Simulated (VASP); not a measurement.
# TmH in VASP: a series of runs

The runs below take TmH through single point, relaxation of cell and atoms, with PBE.

Program: VASP 6.6.1. These are calculated values, not measurements. Logs are shortened: lines on timing, memory, paths and dates and some standing lists are left out, and cuts for length are marked.

## (1) The cell of the first run

The structure is cubic, space group Fm-3m (No. 225). The conventional cell has a = 4.831 Å, b = 4.831 Å, c = 4.831 Å, α = 90.00°, β = 90.00°, γ = 90.00°. Within 3.2 Å of Tm (site symmetry m-3m) lie 6 H at 2.42 Å. Within 3.2 Å of H (site symmetry m-3m) lie 6 Tm at 2.42 Å.

The cell was built from a structure type or drawn by symmetry, and may not be a known phase.

## (2) Single point, PBE

INCAR

```
SYSTEM = TmH
ALGO = Normal ; EDIFF = 1E-6
ENCUT = 500 ; GGA = PE
GGA_COMPAT = .False. ; ISIF = 2
ISMEAR = 0 ; LASPH = .True.
LCHARG = .True. ; LELF = .True.
LMAXMIX = 6 ; LREAL = .False.
LVHAR = .True. ; LWAVE = .False.
NBANDS = 12 ; NELM = 200
PREC = Accurate ; SIGMA = 0.1
```

KPOINTS

```
k-points
0
Gamma
  18 18 18
  0 0 0
```

POSCAR

```
TmH
1.0
    1.7080864524      0.9861641719      2.7891715411
   -1.7080864524      0.9861641719      2.7891715411
    0.0000000000     -1.9723283473      2.7891715399
Tm H
1 1
Direct
    0.0000000000      0.0000000000      0.0000000000
    0.5000000000      0.5000000000      0.5000000000
```

Potentials or basis: VASP PAW PBE potentials, release 64 (Tm_3, H), 4f in core.

Command:

```sh
$ cat potpaw_PBE.64/Tm_3/POTCAR potpaw_PBE.64/H/POTCAR > POTCAR
$ mpirun -np 1 vasp_std > vasp.out
```

OUTCAR:

```text
SYSTEM = TmH
   EDIFF = 1E-6
   ENCUT = 500
   GGA = PE
   ISIF = 2
   ISMEAR = 0
   LASPH = .True.
   LREAL = .False.
   NELM = 200
   PREC = Accurate

 ion  position               nearest neighbor table
   1  0.000  0.000  0.000-
   2  0.500  0.500  0.500-

  LATTYP: Found a trigonal (rhomboedric) cell.
 ALAT       =     3.4160733289
 COS(alpha) =     0.4999708504

  Lattice vectors:

 A1 = (   1.7080864524,   0.9861641719,   2.7891715411)
 A2 = (  -1.7080864524,   0.9861641719,   2.7891715411)
 A3 = (   0.0000000000,  -1.9723283473,   2.7891715399)

Analysis of symmetry for initial positions (statically):
=====================================================================
 Subroutine PRICEL returns:
 Original cell was already a primitive cell.

 Routine SETGRP: Setting up the symmetry group for a
 trigonal (rhombohedral) supercell.

 Subroutine GETGRP returns: Found 12 space group operations
 (whereof 12 operations were pure point group operations)
 out of a pool of 12 trial point group operations.

The static configuration has the point symmetry D_3d.

Analysis of symmetry for dynamics (positions and initial velocities):
=====================================================================
 Subroutine PRICEL returns:
 Original cell was already a primitive cell.

 Routine SETGRP: Setting up the symmetry group for a
 trigonal (rhombohedral) supercell.

 Subroutine GETGRP returns: Found 12 space group operations
 (whereof 12 operations were pure point group operations)
 out of a pool of 12 trial point group operations.

The dynamic configuration has the point symmetry D_3d.

 Subroutine INISYM returns: Found 12 space group operations
 (whereof 12 operations are pure point group operations),
 and found     1 'primitive' translations

----------------------------------------------------------------------------------------

                                     Primitive cell

  volume of cell :      28.1894

  direct lattice vectors                    reciprocal lattice vectors
     1.708086452  0.986164172  2.789171541     0.292725230  0.169004990  0.119509800
    -1.708086452  0.986164172  2.789171541    -0.292725230  0.169004990  0.119509800
     0.000000000 -1.972328347  2.789171540     0.000000000 -0.338009981  0.119509800

  length of vectors
     3.416073329  3.416073329  3.416073329     0.358515466  0.358515466  0.358515466

  position of ions in fractional coordinates (direct lattice)
     0.000000000  0.000000000  0.000000000
     0.500000000  0.500000000  0.500000000
[... 87 lines left out ...]
   PSTRESS=    0.0 pullay stress
   NELECT =      10.0000    total number of electrons
   NUPDOWN=      -1.0000    fix difference up-down
   EMIN   =  10.00;   EMAX   =-10.00  energy-range for DOS
   EFERMI =   0.00;   METHOD = LEGACY
   ISMEAR =     0;   SIGMA  =   0.10  broadening in eV -4-tet -1-fermi 0-gaus
   EFERMI_NEDOS =   21; number of points for ismear=-14 and -15
   IALGO  =     38    algorithm
   IMIX   =      4    mixing-type and parameters
     AMIX     =   0.40;   BMIX     =  1.00
     AMIX_MAG =   1.60;   BMIX_MAG =  1.00
  volume/ion in A,a.u.               =      14.09        95.12
  Fermi-wavevector in a.u.,A,eV,Ry     =   1.158901  2.190005 18.273324  1.343051
  Thomas-Fermi vector in A             =   2.295499
   LORBIT       =      0    0 simple, 1 ext, 2 COOP (PROOUT), +10 PAW based schemes
   GGA     = PE    functional components
   LHFCALC =     F    Hartree Fock is set to
   AEXX    =    0.0000 exact exchange contribution
   IVDW    =     0    specifies the selected vdW correction
   LEPSILON=     F    determine dielectric tensor
   LRPA    =     F    only Hartree local field effects (RPA)
 non-spin polarized calculation
 Gauss-broadening in eV      SIGMA  =   0.10
  energy-cutoff  :      500.00
  volume of cell :       28.19
 maximum number of plane-waves:       726
 NGX is ok and might be reduce to    28
   NGX = 13   NGY = 13   NGZ = 13

 number of electron      10.0000002 magnetization

 Free energy of the ion-electron system (eV)
  ---------------------------------------------------
  ext. energy  EPLUGINS =         0.00000000
  ---------------------------------------------------
  free energy    TOTEN  =        -8.49294764 eV

  energy without entropy =       -8.48670411  energy(sigma->0) =       -8.48982587

 E-fermi :   4.0364     XC(G=0): -10.6352

 val. band max:        4.0360722364   @ k =  -0.2778   0.2778   0.0000
 cond. band min:       4.0420602610   @ k =   0.3333   0.1667   0.1111
 fundamental gap:      0.0059880246
 Fermi energy:         4.0363916696

 k-point     1 :       0.0000    0.0000    0.0000
  band No.  band energies     occupation
      1     -20.9891      2.00000
      2     -20.9891      2.00000
      3     -20.9890      2.00000
      4      -4.6028      2.00000
      5       5.8829      0.00000
      6       5.8829      0.00000
      7       5.8836      0.00000
      8       8.3693      0.00000
      9       8.3693      0.00000
     10       9.8755      0.00000
     11      13.6908      0.00000
     12      15.6697      0.00000
[... 331 lines left out ...]
 k-point    24 :      -0.2222    0.0556    0.0000
  band No.  band energies     occupation
      1     -21.3597      2.00000
      2     -21.0573      2.00000
      3     -21.0248      2.00000
      4      -3.1259      2.00000
      5       3.9434      1.81140
      6       5.7396      0.00000
      7       6.1283      0.00000
      8       7.7332      0.00000
      9       8.5954      0.00000
     10       8.8686      0.00000
     11      16.8618      0.00000
     12      17.8194      0.00000

 [... further k-points ...]

------------------------ aborting loop because EDIFF is reached ----------------------------------------

  FORCE on cell =-STRESS in cart. coord.  units (eV):
  Direction    XX          YY          ZZ          XY          YZ          ZX
  --------------------------------------------------------------------------------------
  -------------------------------------------------------------------------------------
  Total        0.1162162      0.1162162      0.1171083      0.0000000     -0.0000000      0.0000000
  in kB        6.6052870      6.6052870      6.6559894      0.0000000     -0.0000000      0.0000000
  external PRESSURE =       6.6221878 kB  Pullay stress =       0.0000000 kB

 VOLUME and BASIS-vectors are now :
 -----------------------------------------------------------------------------
  energy-cutoff  :      500.00
  volume of cell :       28.19
      direct lattice vectors                 reciprocal lattice vectors
     1.708086452  0.986164172  2.789171541     0.292725230  0.169004990  0.119509800
    -1.708086452  0.986164172  2.789171541    -0.292725230  0.169004990  0.119509800
     0.000000000 -1.972328347  2.789171540     0.000000000 -0.338009981  0.119509800

 POSITION                                       TOTAL-FORCE (eV/Angst)
 -----------------------------------------------------------------------------------
      0.00000      0.00000      0.00000         0.000000      0.000000      0.000000
      0.00000     -0.00000      4.18376        -0.000000      0.000000     -0.000000
 -----------------------------------------------------------------------------------
    total drift:                                0.000000      0.000000     -0.000000

  FREE ENERGIE OF THE ION-ELECTRON SYSTEM (eV)
  ---------------------------------------------------
  free  energy   TOTEN  =        -8.4929476370 eV

  energy  without entropy=       -8.4867041104  energy(sigma->0) =       -8.48982587
```

Run time: 79 s. Hardware: 1 thread of Intel Xeon 6975P-C (Granite Rapids), shared host; peak memory 0.33 GiB.

What came out:

```
Free energy            : -8.4929 eV
Pressure               : 0.7 GPa
Band gap on the k mesh : zero (bands 5 and 6 overlap by 2.29 eV)
```

Caveat: spin-orbit coupling is left out, which moves the levels of the heavy elements; the 4f electrons are frozen in the core, so they carry no moment and show no levels. Spin polarisation is off, so any magnetic state and its effect on volume and gap are missing.

## (3) Relaxation of cell and atoms, PBE

INCAR

```
ALGO     = Normal         # electronic algorithm
EDIFF    = 1E-7           # SCF threshold, eV
EDIFFG   = -0.01          # ionic threshold
ENCUT    = 500            # plane-wave cutoff, eV
GGA      = PE             # functional
GGA_COMPAT= False        
IBRION   = 2              # ionic algorithm
ISIF     = 3              # what is computed and relaxed
ISMEAR   = 0              # smearing method
LASPH    = True           # aspherical terms in the spheres
LCHARG   = False          # write CHGCAR
LMAXMIX  = 6              # l up to which the mixer works
LREAL    = False          # projectors in reciprocal space
LWAVE    = False          # write WAVECAR
NELM     = 200            # most SCF steps
NELMIN   = 4            
NSW      = 100            # ionic steps
PREC     = Accurate       # precision mode
SIGMA    = 0.1            # smearing width, eV
```

KPOINTS

```
k-points
0
Gamma
  18 18 18
```

POSCAR

```
TmH
1.0
    1.7068700703      0.9854618934      2.7885560008
   -1.7068700703      0.9854618934      2.7885560008
    0.0000000000     -1.9709237903      2.7885559996
Tm H
1 1
Direct
    0.0000000000      0.0000000000      0.0000000000
    0.5000000000      0.5000000000      0.5000000000
```

Potentials or basis: VASP PAW PBE potentials, release 64 (Tm_3, H), 4f in core.

Command:

```sh
$ cat potpaw_PBE.64/Tm_3/POTCAR potpaw_PBE.64/H/POTCAR > POTCAR
$ mpirun -np 1 vasp_std > vasp.out
```

Wall time 1.7 min (1 thread of Intel Xeon 6975P-C (Granite Rapids), shared host); peak memory 0.31 GiB.

It converged, with:

```
Free energy                           : -8.4934 eV
Relaxed volume                        : 14.21 Å³/atom
Relaxed cell                          : a = 3.426 Å, b = 3.426 Å, c = 3.426 Å, α = 59.99°, β = 59.99°, γ = 59.99°
Space group after relaxing (to 0.1 Å) : Fm-3m (No. 225)
Energy gained by relaxing             : 0.4 meV/atom
Ionic steps                           : 2
Pressure after relaxing               : 0.1 GPa
Band gap on the k mesh                : zero (bands 5 and 6 overlap by 2.28 eV)
```

The path:
```csv
step,energy change (eV),largest force (eV/Å),pressure (GPa),volume (Å³)
1,0.0000,0.0000,0.78,28.14
2,-0.0007,0.0000,0.07,28.42
```

Final structure:
```
CELL_PARAMETERS angstrom
1.71263 0.98879 2.79736
-1.71263 0.98879 2.79736
0.00000 -1.97758 2.79736
ATOMIC_POSITIONS crystal
Tm 0.00000 0.00000 0.00000
H 0.50000 0.50000 0.50000
```

Levels at points of the mesh, in eV from the Fermi level:
```tsv
k point	band 3	band 4	band 5	band 6	band 7	band 8
(0.00, 0.00, 0.00)	-25.05	-8.60	1.84	1.84	1.84	4.30
(0.50, 0.00, 0.00)	-25.14	-4.49	-3.15	1.27	1.27	6.16
(0.50, 0.50, 0.00)	-25.30	-6.40	-1.37	1.72	6.24	6.94
(0.50, 0.50, 0.50)	-25.14	-4.49	-3.15	1.27	1.27	6.17
```

Caveat: spin-orbit coupling is left out, which moves the levels of the heavy elements; the 4f electrons are frozen in the core, so they carry no moment and show no levels. Spin polarisation is off, so any magnetic state and its effect on volume and gap are missing.

## (4) Single point, PBE

INCAR

```
ALGO = Normal
EDIFF = 1E-6
ENCUT = 500
GGA = PE
GGA_COMPAT = F
ISIF = 2
ISMEAR = 0
LASPH = T
LCHARG = F
LMAXMIX = 6
LREAL = F
LWAVE = F
NBANDS = 12
NELM = 200
PREC = Accurate
SIGMA = 0.1
```

KPOINTS

```
k-points
0
Gamma
  24 24 24
```

POSCAR is that of step 3.

Potentials or basis: VASP PAW PBE potentials, release 64 (Tm_3, H), 4f in core.

Command:

```sh
$ cat potpaw_PBE.64/Tm_3/POTCAR potpaw_PBE.64/H/POTCAR > POTCAR
$ mpirun -np 1 vasp_std > vasp.out
```

OUTCAR:

```text
EDIFF = 1E-6
   ENCUT = 500
   GGA = PE
   ISIF = 2
   ISMEAR = 0
   LASPH = T
   LREAL = F
   NELM = 200
   PREC = Accurate

 ion  position               nearest neighbor table
   1  0.000  0.000  0.000-
   2  0.500  0.500  0.500-

  LATTYP: Found a trigonal (rhomboedric) cell.
 ALAT       =     3.4147598964
 COS(alpha) =     0.5002985872

  Lattice vectors:

 A1 = (   1.7068700703,   0.9854618934,   2.7885560008)
 A2 = (  -1.7068700703,   0.9854618934,   2.7885560008)
 A3 = (   0.0000000000,  -1.9709237903,   2.7885559996)

Analysis of symmetry for initial positions (statically):
=====================================================================
 Subroutine PRICEL returns:
 Original cell was already a primitive cell.

 Routine SETGRP: Setting up the symmetry group for a
 trigonal (rhombohedral) supercell.

 Subroutine GETGRP returns: Found 12 space group operations
 (whereof 12 operations were pure point group operations)
 out of a pool of 12 trial point group operations.

The static configuration has the point symmetry D_3d.
[... 171 lines left out ...]
      1     -20.9734      2.00000
      2     -20.9727      2.00000
      3     -20.9727      2.00000
      4      -4.6015      2.00000
      5       5.8896      0.00000
      6       5.8961      0.00000
      7       5.8961      0.00000
      8       8.3852      0.00000
      9       8.3852      0.00000
     10       9.8937      0.00000
     11      13.7057      0.00000
     12      15.6891      0.00000
[... 331 lines left out ...]
 k-point    24 :       0.4583    0.0417   -0.0000
  band No.  band energies     occupation
      1     -21.7030      2.00000
      2     -21.0688      2.00000
      3     -21.0684      2.00000
      4      -0.8086      2.00000
      5       1.2628      2.00000
      6       5.3076      0.00000
      7       5.4087      0.00000
      8       9.6545      0.00000
      9      10.2844      0.00000
     10      10.3535      0.00000
     11      13.0289      0.00000
     12      17.7262      0.00000

 [... further k-points ...]

------------------------ aborting loop because EDIFF is reached ----------------------------------------

  FORCE on cell =-STRESS in cart. coord.  units (eV):
  Direction    XX          YY          ZZ          XY          YZ          ZX
  --------------------------------------------------------------------------------------
  -------------------------------------------------------------------------------------
  Total        0.1217794      0.1217794      0.1128316      0.0000000      0.0000000      0.0000000
  in kB        6.9328762      6.9328762      6.4234780      0.0000000      0.0000000      0.0000000
  external PRESSURE =       6.7630768 kB  Pullay stress =       0.0000000 kB

 VOLUME and BASIS-vectors are now :
 -----------------------------------------------------------------------------
  energy-cutoff  :      500.00
  volume of cell :       28.14
      direct lattice vectors                 reciprocal lattice vectors
     1.706870070  0.985461893  2.788556001     0.292933838  0.169125430  0.119536181
    -1.706870070  0.985461893  2.788556001    -0.292933838  0.169125430  0.119536181
     0.000000000 -1.970923790  2.788556000     0.000000000 -0.338250860  0.119536180

 POSITION                                       TOTAL-FORCE (eV/Angst)
 -----------------------------------------------------------------------------------
      0.00000      0.00000      0.00000        -0.000000      0.000000      0.000000
      0.00000     -0.00000      4.18283         0.000000     -0.000000     -0.000000
 -----------------------------------------------------------------------------------
    total drift:                                0.000000      0.000000     -0.000000

  FREE ENERGIE OF THE ION-ELECTRON SYSTEM (eV)
  ---------------------------------------------------
  free  energy   TOTEN  =        -8.4922237643 eV

  energy  without entropy=       -8.4857785301  energy(sigma->0) =       -8.48900115
```

stdout:

```text
POSCAR found type information on POSCAR TmH
 POSCAR found :  2 types and       2 ions
 scaLAPACK will be used
 LDA part: xc-table for (Slater+PW92), standard interpolation
 POSCAR, INCAR and KPOINTS ok, starting setup
 FFT: planning ... GRIDC
 FFT: planning ... GRID_SOFT
 FFT: planning ... GRID
 WAVECAR not read
 entering main loop
```

It took 2.8 min on 1 thread of Intel Xeon 6975P-C (Granite Rapids), shared host; peak memory 0.54 GiB.

Results:

```
Free energy            : -8.4922 eV
Pressure               : 0.7 GPa
Band gap on the k mesh : zero (bands 5 and 6 overlap by 2.29 eV)
```

Caveat: spin-orbit coupling is left out, which moves the levels of the heavy elements; the 4f electrons are frozen in the core, so they carry no moment and show no levels.

## (5) Summary

```csv
task,cell,k mesh,gap on the mesh (eV),pressure (GPa)
single point,"a = 3.416 Å, angles 60.0°, 2 atoms",18 × 18 × 18,none,0.7
relaxation of cell and atoms,"relaxed from a = 3.415 Å, angles 60.0°, 2 atoms",18 × 18 × 18,none,0.1
single point,"a = 3.415 Å, angles 60.0°, 2 atoms",24 × 24 × 24,none,0.7
```

Alike in all rows: level PBE; potentials or basis VASP PAW PBE potentials, release 64 (Tm_3, H), 4f in core; no spin polarisation; cutoff (eV) 500; smearing gaussian 0.1 eV.

Caveats: spin-orbit coupling is left out, which moves the levels of the heavy elements; the 4f electrons are frozen in the core, so they carry no moment and show no levels.

Absolute energies hang on the potentials; compare differences alone.
